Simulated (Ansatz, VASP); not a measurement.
**Ir: VASP beside Ansatz**

```xyz
1
Lattice="0.0000 1.9054 1.9054 1.9054 0.0000 1.9054 1.9054 1.9054 0.0000" Properties=species:S:1:pos:R:3 pbc="T T T"
Ir    0.0000    0.0000    0.0000
```

Alike in both runs: functional LDA; k mesh 18 × 18 × 18; occupations gaussian, width 0.1 eV; no spin polarisation.

Ansatz relaxed the structure, and its values are those at the end. VASP's run is a single point on that final structure, the one shown.

|  | VASP | Ansatz |
| --- | --- | --- |
| version | VASP 6.6.1 | Ansatz 0.2.0 |
| potentials or method | VASP PAW LDA potentials, release 64 (Ir_sv_GW), cutoff 500 eV | scalar-relativistic, plane waves, PAW |
| valence electrons in the cell | 17 | 17 |

```tsv
	VASP	Ansatz	Ansatz less VASP
gap on the k mesh at the Fermi level (eV)	none	none	-
pressure (GPa)	-1.7	0.0	+1.74
```

Ansatz warns that its potentials were made for another functional, while VASP's fit it. LDA's correlation is that of Perdew and Zunger in VASP and of Perdew and Wang (1992) in Ansatz. A gap of «none» marks a metal or a gap that the smearing closes.

Neither program's run includes spin-orbit coupling.
